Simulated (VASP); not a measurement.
# MnHg: single point with PBEsol

The system is MnHg.

```
Mn Hg
1.0
     3.31500    0.00000    0.00000
     0.00000    3.31500    0.00000
     0.00000    0.00000    3.31500
Mn Hg
1 1
Cartesian
  1.6575 1.6575 1.6575
  0.0000 0.0000 0.0000
```

```yaml
Program: VASP 6.6.1
Task: single point
Functional: PBEsol
Potentials_or_basis: VASP PAW PBE potentials, release 64 (Mn_pv, Hg)
Cutoff: 520 eV
k_mesh: 14 × 14 × 14
Occupations: gaussian, width 0.15 eV
Spin: collinear spin, ferromagnetic start
Starting_moments: "[4.23, 0.0] μB"
```

```
Pressure                                              : -4.6 GPa
Net moment                                            : 3.91 μB per cell
Site moments                                          : Mn +3.81; Hg -0.05 μB
Valence electrons inside the program's atomic spheres : Mn 11.40; Hg 10.58
```

Levels at points of the mesh, in eV from the Fermi level:
Spin up:
| k point | band 12 | band 13 | band 14 | band 15 | band 16 | band 17 |
| --- | --- | --- | --- | --- | --- | --- |
| (0.00, 0.00, 0.00) | -2.04 | -2.04 | -2.04 | 4.84 | 4.84 | 4.84 |
| (0.50, 0.00, 0.00) | -2.74 | -2.74 | -2.25 | -1.55 | 10.00 | 10.00 |
| (0.50, 0.50, 0.00) | -2.06 | -1.99 | -1.71 | -1.71 | 0.62 | 2.88 |
| (0.50, 0.50, 0.50) | -1.96 | -1.96 | 0.39 | 4.08 | 4.08 | 4.08 |
Spin down:
```csv
k point,band 9,band 10,band 11,band 12,band 13,band 14
"(0.00, 0.00, 0.00)",-7.01,0.31,0.31,1.49,1.49,1.49
"(0.50, 0.00, 0.00)",-4.97,-4.46,-0.05,0.43,0.43,1.30
"(0.50, 0.50, 0.00)",-3.49,-1.41,-1.41,0.48,1.32,1.32
"(0.50, 0.50, 0.50)",-1.57,-1.57,-1.57,0.31,1.90,1.90
```

It took 82 s on 1 thread of Intel(R) Xeon(R) 6975P-C (Granite Rapids), with other jobs on the host, peak memory 0.29 GiB.

Caveat: the cell stands under tension; the PAW data sets were made with another functional, which shifts forces and pressure a little; spin-orbit coupling is left out, which moves the levels of the heavy elements.
